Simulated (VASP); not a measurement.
MoS2:

```xyz
3
Lattice="1.5855 0.9154 6.1150 -1.5855 0.9154 6.1150 0.0000 -1.8308 6.1150" Properties=species:S:1:pos:R:3 pbc="T T T"
Mo    0.0000    0.0000    0.0000
S     0.0000    0.0000    4.5862
S     0.0000    0.0000   13.7587
```

Base run:

```yaml
Program: VASP 6.6.1
Functional: LDA
Potentials_or_basis: VASP PAW LDA potentials, release 64 (Mo_sv, S)
Cutoff: 520 eV
k_mesh: 10 × 10 × 10
Occupations: fermi-dirac, width 0.05 eV
Spin: no spin polarisation
```

Its results: band gap on the k mesh zero (band 13 reaches 7.90 eV, above the bottom of band 14 at 7.30 eV); pressure 0.2 GPa; largest force 0.597 eV/Å.

**Question.** The run is repeated on the same cell with these changes: functional from LDA to PBEsol; potentials or basis from VASP PAW LDA potentials, release 64 (Mo_sv, S) to VASP PAW PBE potentials, release 64 (Mo_sv, S). What comes out?

**Answer.** Band gap on the k mesh zero (band 13 reaches 7.98 eV, above the bottom of band 14 at 7.36 eV); pressure 2.9 GPa; largest force 0.763 eV/Å.

Caveats: the PAW data sets were made with another functional, which shifts forces and pressure a little (some runs).
